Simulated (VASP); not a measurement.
# ZrB2 (P6/mmm) in VASP: further runs

The runs below take ZrB2 through relaxation of cell and atoms, relaxation of shape and atoms at fixed volume, with r2SCAN.

Program: VASP 6.6.1. These are calculated values, not measurements. Logs are shortened: lines on timing, memory, paths and dates and some standing lists are left out, and cuts for length are marked.

## 1. The cell of the first run

It takes space group P6/mmm (No. 191, hexagonal). The conventional cell has a = 3.170 Å, b = 3.170 Å, c = 3.533 Å, α = 90.00°, β = 90.00°, γ = 120.00°. Zr (site symmetry 6/mmm) has 12 B at 2.54 Å and 8 Zr at 3.17 to 3.53 Å within 3.6 Å. B (site symmetry -6m2) has 3 B at 1.83 Å within 2.4 Å.

## 2. Relaxation of cell and atoms, r2SCAN

POSCAR

```
ZrB2
1.0
    3.1700000000      0.0000000000      0.0000000000
   -1.5850000000      2.7453005300      0.0000000000
    0.0000000000      0.0000000000      3.5330000000
Zr B
1 2
Direct
    0.0000000000      0.0000000000      0.0000000000
    0.3333333333      0.6666666667      0.5000000000
    0.6666666667      0.3333333333      0.5000000000
```

INCAR.step1

```
PREC = Accurate
ENCUT = 600
ISMEAR = 0
SIGMA = 0.1
LREAL = F
LASPH = T
NELM = 80
GGA = PE
ALGO = Normal
EDIFF = 1E-4
LWAVE = T
LCHARG = F
LUSENCCL = F
```

INCAR.step2

```
PREC = Accurate
ENCUT = 600
EDIFF = 1E-7
ISMEAR = 0
SIGMA = 0.1
LREAL = F
LASPH = T
NELM = 80
ALGO = Normal
ISIF = 3
LWAVE = F
LCHARG = F
METAGGA = R2SCAN
LMIXTAU = T
IBRION = 2
NSW = 100
EDIFFG = -0.005
ISTART = 1
LUSENCCL = F
```

KPOINTS

```
regular mesh
0
Gamma
  15 15 12
```

Potentials or basis: VASP PAW PBE potentials, release 64 (Zr_sv, B).

Started as:

```sh
> cat potpaw_PBE.64/Zr_sv/POTCAR potpaw_PBE.64/B/POTCAR > POTCAR
> cp INCAR.step1 INCAR
> mpirun -np 1 vasp_std > vasp.out
> cp INCAR.step2 INCAR
> mpirun -np 1 vasp_std > vasp.out
```

OUTCAR:

```text
PREC = Accurate
   ENCUT = 600
   EDIFF = 1E-7
   ISMEAR = 0
   LREAL = F
   LASPH = T
   NELM = 80
   ISIF = 3
   METAGGA = R2SCAN
   IBRION = 2
   NSW = 100
   EDIFFG = -0.005
   ISTART = 1

 ion  position               nearest neighbor table
   1  0.000  0.000  0.000-   2 2.54   3 2.54   2 2.54   3 2.54   3 2.54   3 2.54   2 2.54   2 2.54
                             3 2.54   3 2.54   2 2.54   2 2.54
   2  0.333  0.667  0.500-   3 1.83   3 1.83   3 1.83   1 2.54   1 2.54   1 2.54   1 2.54   1 2.54
                             1 2.54
   3  0.667  0.333  0.500-   2 1.83   2 1.83   2 1.83   1 2.54   1 2.54   1 2.54   1 2.54   1 2.54
                             1 2.54

  LATTYP: Found a hexagonal cell.
 ALAT       =     3.1700000000
 C/A-ratio  =     1.1145110410

  Lattice vectors:

 A1 = (   3.1700000000,   0.0000000000,   0.0000000000)
 A2 = (  -1.5850000000,   2.7453005300,   0.0000000000)
 A3 = (   0.0000000000,   0.0000000000,   3.5330000000)

Analysis of symmetry for initial positions (statically):
=====================================================================
 Subroutine PRICEL returns:
 Original cell was already a primitive cell.

 Routine SETGRP: Setting up the symmetry group for a
 hexagonal supercell.

 Subroutine GETGRP returns: Found 24 space group operations
 (whereof 24 operations were pure point group operations)
 out of a pool of 24 trial point group operations.

The static configuration has the point symmetry D_6h.

Analysis of symmetry for dynamics (positions and initial velocities):
=====================================================================
 Subroutine PRICEL returns:
 Original cell was already a primitive cell.

 Routine SETGRP: Setting up the symmetry group for a
 hexagonal supercell.

 Subroutine GETGRP returns: Found 24 space group operations
 (whereof 24 operations were pure point group operations)
 out of a pool of 24 trial point group operations.

The dynamic configuration has the point symmetry D_6h.

 Subroutine INISYM returns: Found 24 space group operations
 (whereof 24 operations are pure point group operations),
 and found     1 'primitive' translations

----------------------------------------------------------------------------------------

                                     Primitive cell

  volume of cell :      30.7463

  direct lattice vectors                    reciprocal lattice vectors
     3.170000000  0.000000000  0.000000000     0.315457413  0.182129422 -0.000000000
    -1.585000000  2.745300530  0.000000000     0.000000000  0.364258845  0.000000000
     0.000000000  0.000000000  3.533000000     0.000000000 -0.000000000  0.283045570

  length of vectors
     3.170000000  3.170000000  3.533000000     0.364258845  0.364258845  0.283045570

  position of ions in fractional coordinates (direct lattice)
     0.000000000  0.000000000  0.000000000
     0.333333333  0.666666667  0.500000000
     0.666666667  0.333333333  0.500000000

  ion indices of the primitive-cell ions
   primitive index   ion index
                 1           1
                 2           2
                 3           3

----------------------------------------------------------------------------------------

 KPOINTS: regular mesh

Automatic generation of k-mesh.
 Grid dimensions read from file:
 generate k-points for:   15   15   12

 Generating k-lattice:

  Cartesian coordinates                     Fractional coordinates (reciprocal lattice)
     0.021030494  0.012141961 -0.000000000     0.066666667  0.000000000  0.000000000
     0.000000000  0.024283923  0.000000000     0.000000000  0.066666667  0.000000000
     0.000000000 -0.000000000  0.023587131     0.000000000  0.000000000  0.083333333

  Length of vectors
     0.024283923  0.024283923  0.023587131

  Shift w.r.t. Gamma in fractional coordinates (k-lattice)
     0.000000000  0.000000000  0.000000000

 Subroutine IBZKPT returns following result:
 ===========================================

 Found    189 irreducible k-points:

 Following reciprocal coordinates:
            Coordinates               Weight
  0.000000  0.000000  0.000000      1.000000
  0.066667  0.000000  0.000000      6.000000
  0.133333  0.000000  0.000000      6.000000
  0.200000  0.000000  0.000000      6.000000
  0.266667  0.000000  0.000000      6.000000
  0.333333  0.000000  0.000000      6.000000
[... 16 lines left out ...]
  0.333333  0.200000  0.000000     12.000000
  0.400000  0.200000  0.000000      6.000000
 [... further k-points ...]
   k-points           NKPTS =    189   k-points in BZ     NKDIM =    189   number of bands    NBANDS=     13
   number of dos      NEDOS =    301   number of ions     NIONS =      3
   total plane-waves  NPLWV =  21952
   dimension x,y,z NGX =    28 NGY =   28 NGZ =   28
   dimension x,y,z NGXF=    56 NGYF=   56 NGZF=   56
   ions per type =               1   2
   NGX,Y,Z   is equivalent  to a cutoff of  14.68, 14.68, 13.18 a.u.
   NGXF,Y,Z  is equivalent  to a cutoff of  29.37, 29.37, 26.35 a.u.
 SYSTEM =  unknown system
   PREC   = accura    normal or accurate (medium, high low for compatibility)
   ISTART =      1    job   : 0-new  1-cont  2-samecut
   ICHARG =      0    charge: 1-file 2-atom 10-const
   ISPIN  =      1    spin polarized calculation?
   LNONCOLLINEAR =      F non collinear calculations
   LSORBIT =      F    spin-orbit coupling
   LASPH  =      T    aspherical Exc in radial PAW
   ENCUT  =  600.0 eV  44.10 Ry    6.64 a.u.   6.33  6.33  7.06*2*pi/ulx,y,z
   NELM   =     80;   NELMIN=  2; NELMDL=  0     # of ELM steps
   EDIFF  = 0.1E-06   stopping-criterion for ELM
   LREAL  =      F    real-space projection
   EDIFFG = -.5E-02   stopping-criterion for IOM
   NSW    =    100    number of steps for IOM
   IBRION =      2    ionic relax: 0-MD 1-quasi-New 2-CG
   NFREE  =      1    steps in history (QN), initial steepest desc. (CG)
   ISIF   =      3    stress and relaxation
   ISYM   =      2    0-nonsym 1-usesym 2-fastsym
   POTIM  = 0.5000    time-step for ionic-motion
   TEBEG  =    0.0;   TEEND  =   0.0 temperature during run
   PSTRESS=    0.0 pullay stress
   NELECT =      18.0000    total number of electrons
   NUPDOWN=      -1.0000    fix difference up-down
   EMIN   =  10.00;   EMAX   =-10.00  energy-range for DOS
   EFERMI =   0.00;   METHOD = LEGACY
   ISMEAR =     0;   SIGMA  =   0.10  broadening in eV -4-tet -1-fermi 0-gaus
   EFERMI_NEDOS =   21; number of points for ismear=-14 and -15
   IALGO  =     38    algorithm
   IMIX   =      4    mixing-type and parameters
     AMIX     =   0.40;   BMIX     =  1.00
     AMIX_MAG =   1.60;   BMIX_MAG =  1.00
  volume/ion in A,a.u.               =      10.25        69.16
  Fermi-wavevector in a.u.,A,eV,Ry     =   1.369519  2.588016 25.518847  1.875582
  Thomas-Fermi vector in A             =   2.495387
   LORBIT       =      0    0 simple, 1 ext, 2 COOP (PROOUT), +10 PAW based schemes
   METAGGA = R2SCAN    functional components
   LHFCALC =     F    Hartree Fock is set to
   AEXX    =    0.0000 exact exchange contribution
   IVDW    =     0    specifies the selected vdW correction
   LEPSILON=     F    determine dielectric tensor
   LRPA    =     F    only Hartree local field effects (RPA)
 conjugate gradient relaxation of ions
 non-spin polarized calculation
 Gauss-broadening in eV      SIGMA  =   0.10
  energy-cutoff  :      600.00
  volume of cell :       30.75
 maximum number of plane-waves:      1052
 NGX is ok and might be reduce to    28
   NGX = 13   NGY = 13   NGZ = 15

--------------------------------------- Ionic step        1  -------------------------------------------

 number of electron      18.0000000 magnetization

 Free energy of the ion-electron system (eV)
  ---------------------------------------------------
  ext. energy  EPLUGINS =         0.00000000
  ---------------------------------------------------
  free energy    TOTEN  =       -40.63749603 eV

  energy without entropy =      -40.63648526  energy(sigma->0) =      -40.63699064

------------------------ aborting loop because EDIFF is reached ----------------------------------------

  FORCE on cell =-STRESS in cart. coord.  units (eV):
  Direction    XX          YY          ZZ          XY          YZ          ZX
  --------------------------------------------------------------------------------------
  -------------------------------------------------------------------------------------
  Total        0.0292503      0.0292503      0.4231543      0.0000000      0.0000000      0.0000000
  in kB        1.5242214      1.5242214     22.0504046      0.0000000      0.0000000      0.0000000
  external PRESSURE =       8.3662825 kB  Pullay stress =       0.0000000 kB
[... 133 lines left out ...]
  energy  without entropy=      -40.6375980131  energy(sigma->0) =      -40.63808765

--------------------------------------- Ionic step        5  -------------------------------------------

 number of electron      18.0000000 magnetization

 Free energy of the ion-electron system (eV)
  ---------------------------------------------------
  ext. energy  EPLUGINS =         0.00000000
  ---------------------------------------------------
  free energy    TOTEN  =       -40.63861313 eV

  energy without entropy =      -40.63762969  energy(sigma->0) =      -40.63812141

 E-fermi :  10.6016     XC(G=0): -13.3535

 val. band max:       10.5989795515   @ k =   0.0667   0.0667   0.4167
 cond. band min:      10.6495818519   @ k =   0.1333   0.1333   0.2500
 fundamental gap:      0.0506023004
 Fermi energy:        10.6015704791

 k-point     1 :       0.0000    0.0000    0.0000
  band No.  band energies     occupation
      1     -39.8275      2.00000
      2     -17.3245      2.00000
      3     -16.7423      2.00000
      4     -16.7423      2.00000
      5      -3.0269      2.00000
      6       7.8675      2.00000
      7       7.8675      2.00000
      8       7.9177      2.00000
      9       7.9399      2.00000
     10      14.2003      0.00000
     11      14.2003      0.00000
     12      14.9663      0.00000
     13      14.9663      0.00000
[... 353 lines left out ...]
 k-point    24 :       0.4000    0.2000    0.0000
  band No.  band energies     occupation
      1     -39.6921      2.00000
      2     -17.6132      2.00000
      3     -17.1891      2.00000
      4     -17.1231      2.00000
      5       1.6578      2.00000
      6       1.7007      2.00000
      7       4.7283      2.00000
      8       6.9922      2.00000
      9       9.5048      2.00000
     10      10.3579      1.99943
     11      13.4284      0.00000
     12      14.9888      0.00000
     13      17.2671      0.00000

 [... further k-points ...]

------------------------ aborting loop because EDIFF is reached ----------------------------------------

  FORCE on cell =-STRESS in cart. coord.  units (eV):
  Direction    XX          YY          ZZ          XY          YZ          ZX
  --------------------------------------------------------------------------------------
  -------------------------------------------------------------------------------------
  Total        0.0006651      0.0006651      0.0002542      0.0000000      0.0000000      0.0000000
  in kB        0.0345257      0.0345257      0.0131970      0.0000000      0.0000000      0.0000000
  external PRESSURE =       0.0274162 kB  Pullay stress =       0.0000000 kB
[... 18 lines left out ...]
  FREE ENERGIE OF THE ION-ELECTRON SYSTEM (eV)
  ---------------------------------------------------
  free  energy   TOTEN  =       -40.6386131345 eV

  energy  without entropy=      -40.6376296940  energy(sigma->0) =      -40.63812141

 reached required accuracy - stopping structural energy minimisation
```

Wall time 19 min (1 × NVIDIA H100 80GB with 1 thread of AMD EPYC 7R13 (Zen 3), shared host); peak memory 1.3 GiB.

What came out:

| Quantity | Value |
| --- | --- |
| Free energy | -40.6386 eV |
| Relaxed volume | 10.29 Å³/atom |
| Relaxed cell | a = 3.167 Å, b = 3.167 Å, c = 3.552 Å, α = 90.00°, β = 90.00°, γ = 120.00° |
| Space group after relaxing (to 0.1 Å) | P6/mmm (No. 191) |
| Energy gained by relaxing | 0.4 meV/atom |
| Ionic steps | 5 |
| Pressure after relaxing | 0.0 GPa |
| Band gap on the k mesh | zero (bands 9 and 10 overlap by 1.12 eV) |

Step by step:
```
step  energy change (eV)  largest force (eV/Å)  pressure (GPa)  volume (Å³)
   1              0.0000                0.0000            0.84        30.75
   2             -0.0008                0.0000           -0.94        30.98
   3             -0.0010                0.0000           -0.37        30.91
   4             -0.0011                0.0000            0.21        30.84
   5             -0.0011                0.0000            0.00        30.86
```

Final structure:
```cif
data_structure
_symmetry_space_group_name_H-M 'P 1'
_symmetry_Int_Tables_number 1
_cell_length_a 3.1675
_cell_length_b 3.1675
_cell_length_c 3.5521
_cell_angle_alpha 90.000
_cell_angle_beta 90.000
_cell_angle_gamma 120.000
_cell_volume 30.86
loop_
_atom_site_label
_atom_site_type_symbol
_atom_site_fract_x
_atom_site_fract_y
_atom_site_fract_z
_atom_site_occupancy
Zr1 Zr 0.00000 0.00000 0.00000 1
B1 B 0.33333 0.66667 0.50000 1
B2 B 0.66667 0.33333 0.50000 1
```

Caveat: the PAW data sets were made with another functional, which shifts forces and pressure a little.

## 3. Relaxation of shape and atoms at fixed volume, r2SCAN (10.59 Å³/atom)

This run uses another cell than the first one, of 10.59 Å³/atom.

POSCAR

```
ZrB2
1.0
    3.1986671662      0.0000000000      0.0000000000
   -1.5993335831      2.7701270242      0.0000000000
    0.0000000000      0.0000000000      3.5867024693
Zr B
1 2
Direct
    0.0000000000      0.0000000000      0.0000000000
    0.3333333333      0.6666666667      0.5000000000
    0.6666666667      0.3333333333      0.5000000000
```

INCAR.step1

```
SYSTEM = ZrB2
PREC = Accurate ; ENCUT = 600
ISMEAR = 0 ; SIGMA = 0.1
LREAL = .FALSE. ; LASPH = .TRUE.
NELM = 60 ; GGA = PE
ALGO = Normal ; EDIFF = 1E-4
LWAVE = .TRUE. ; LCHARG = .FALSE.
```

INCAR.step2

```
SYSTEM = ZrB2
PREC = Accurate ; ENCUT = 600
EDIFF = 1E-6 ; ISMEAR = 0
SIGMA = 0.1 ; LREAL = .FALSE.
LASPH = .TRUE. ; NELM = 60
ALGO = Normal ; ISIF = 4
LWAVE = .FALSE. ; LCHARG = .FALSE.
METAGGA = R2SCAN ; LMIXTAU = .TRUE.
IBRION = 2 ; NSW = 50
EDIFFG = -0.01 ; ISTART = 1
```

KPOINTS

```
Automatic mesh
0
G
  15 15 12
  0 0 0
```

Potentials or basis: VASP PAW PBE potentials, release 64 (Zr_sv, B).

Started as:

```sh
> cat potpaw_PBE.64/Zr_sv/POTCAR potpaw_PBE.64/B/POTCAR > POTCAR
> cp INCAR.step1 INCAR
> mpirun -np 1 vasp_std > vasp.out
> cp INCAR.step2 INCAR
> mpirun -np 1 vasp_std > vasp.out
```

Wall time 5.6 min (1 thread of AMD EPYC 9R45 (Zen 5), shared host); peak memory 0.22 GiB.

Results (log left out):

| Quantity | Value |
| --- | --- |
| Free energy | -40.6195 eV |
| Energy gained by relaxing | 0.0 meV/atom |
| Ionic steps | 2 |
| Pressure after relaxing | -6.7 GPa |
| Band gap on the k mesh | zero (bands 9 and 10 overlap by 1.10 eV) |

The path:
```
step  energy change (eV)  largest force (eV/Å)  pressure (GPa)  volume (Å³)
   1              0.0000                0.0000           -6.74        31.78
   2             -0.0001                0.0000           -6.70        31.78
```

Final structure:
```cif
data_structure
_symmetry_space_group_name_H-M 'P 1'
_symmetry_Int_Tables_number 1
_cell_length_a 3.1962
_cell_length_b 3.1962
_cell_length_c 3.5922
_cell_angle_alpha 90.000
_cell_angle_beta 90.000
_cell_angle_gamma 120.000
_cell_volume 31.78
loop_
_atom_site_label
_atom_site_type_symbol
_atom_site_fract_x
_atom_site_fract_y
_atom_site_fract_z
_atom_site_occupancy
Zr1 Zr 0.00000 0.00000 0.00000 1
B1 B 0.33333 0.66667 0.50000 1
B2 B 0.66667 0.33333 0.50000 1
```

Levels at points of the mesh, in eV from the Fermi level:
| k point | band 7 | band 8 | band 9 | band 10 | band 11 | band 12 |
| --- | --- | --- | --- | --- | --- | --- |
| (0.00, 0.00, 0.00) | -2.66 | -2.66 | -2.63 | 3.46 | 3.46 | 4.19 |
| (0.00, 0.00, 0.50) | -1.01 | -1.01 | 0.43 | 0.43 | 0.83 | 0.83 |

Caveat: the PAW data sets were made with another functional, which shifts forces and pressure a little.

The gap in the log of VASP goes by the Fermi energy; the results here count the filled bands.